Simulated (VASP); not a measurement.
WS2, 3 atoms in the cell. The cell holds a slab with vacuum, 3 atoms: a = 3.160 Å, b = 3.160 Å, c = 16.940 Å, α = 90.00°, β = 90.00°, γ = 120.00°. 

| Item | Value |
| --- | --- |
| Program | VASP 6.6.1 |
| Task | single point |
| Functional | PBE |
| Dispersion | D3(BJ) |
| Potentials or basis | VASP PAW PBE potentials, release 64 (W_sv, S) |
| Cutoff | 500 eV |
| k mesh | 12 × 12 × 2 |
| Occupations | gaussian, width 0.02 eV |
| Spin | no spin polarisation |
| Dipole correction | no |
| Further INCAR settings | ALGO = Normal; EDIFF = 1e-06; NBANDS = 20 |

Potentials or basis: VASP PAW PBE potentials, release 64 (W_sv, S).

Run with:

```bash
$ cat potpaw_PBE.64/W_sv/POTCAR potpaw_PBE.64/S/POTCAR > POTCAR
$ mpirun -np 1 vasp_std > vasp.out
```

Hardware: 1 thread of Intel(R) Xeon(R) Platinum 8488C (Sapphire Rapids), on a shared host.

Q: How long does it take, and how much memory?

A: It took 2.1 min on 1 thread of Intel(R) Xeon(R) Platinum 8488C (Sapphire Rapids), with other jobs on the host, peak memory 0.3 GiB. Counts: scf iterations 22, k points 38.
